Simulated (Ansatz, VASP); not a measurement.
**Se: VASP beside Ansatz**

```
CELL_PARAMETERS angstrom
5.75576 3.32309 1.49576
-5.75576 3.32309 1.49576
0.00000 -6.64618 1.49576
ATOMIC_POSITIONS crystal
Se 0.28066 0.16251 0.91818
Se 0.91818 0.28066 0.16251
Se 0.16251 0.91818 0.28066
Se 0.71934 0.83749 0.08182
Se 0.08182 0.71934 0.83749
Se 0.83749 0.08182 0.71934
```

Change from the starting cell: volume scaled by 1.04, crystal datasets.

Alike in both runs: task electric field gradients; functional PBEsol; k mesh 6 × 6 × 6; occupations fermi-dirac, width 0.01 eV; no spin polarisation.

|  | VASP | Ansatz |
| --- | --- | --- |
| version | VASP 6.6.1 | Ansatz 0.2.0 |
| potentials or method | VASP PAW PBE potentials, release 64 (Se), cutoff 520 eV | all-electron PAW with datasets made for the crystal, scalar-relativistic |

Ansatz gave:

| Property | Result |
| --- | --- |
| gap on the k mesh at the Fermi level (eV) | 1.07 |
| pressure (GPa) | -1.9 |
| traceless stress, the component that is largest in VASP (GPa) | 0.91 |
| rms of the force components (eV/Å) | 0.090 |
| size of Vzz on the site where it differs most (V/Å²) | 577.8 |

Task: Estimate VASP's values.

Result: gap on the k mesh at the Fermi level (eV): 1.06; pressure (GPa): -1.7; traceless stress, the component that is largest in VASP (GPa): 0.86; rms of the force components (eV/Å): 0.073; size of Vzz on the site where it differs most (V/Å²): 553.4.

VASP's potentials were made for PBE, not for PBEsol. Atom by atom the forces differ by 0.027 eV/Å (rms over components). Ansatz ran all-electron here, and VASP with PAW potentials.
